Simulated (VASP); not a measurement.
Input of a VASP 6.6.1 run:

File INCAR:

```
SYSTEM = Ir
PREC     = Accurate       ! precision mode
ENCUT    = 520            ! plane-wave cutoff, eV
EDIFF    = 1E-6           ! SCF threshold, eV
ISMEAR   = 0              ! smearing method
SIGMA    = 0.15           ! smearing width, eV
LREAL    = .FALSE.        ! projectors in reciprocal space
LASPH    = .TRUE.         ! aspherical terms in the spheres
NELM     = 60             ! most SCF steps
ALGO     = Normal         ! electronic algorithm
ISIF     = 2              ! what is computed and relaxed
LWAVE    = .FALSE.        ! write WAVECAR
LCHARG   = .FALSE.        ! write CHGCAR
GGA      = PE             ! functional
NBANDS   = 10             ! bands
```

KPOINTS

```
regular mesh
0
G
  13 13 13
  0 0 0
```

POSCAR

```
Ir
1.0
    0.0000000000      1.9314321229      1.9314321229
    1.9314321229      0.0000000000      1.9314321229
    1.9314321229      1.9314321229      0.0000000000
Ir
1
Direct
    0.0000000000      0.0000000000      0.0000000000
```

Potentials or basis: VASP PAW PBE potentials, release 64 (Ir).

Launch:

```bash
$ cat potpaw_PBE.64/Ir/POTCAR > POTCAR
$ mpirun -np 1 vasp_std > vasp.out
```

(1) Predict the pressure.

Answers

(1) 3.0 GPa.
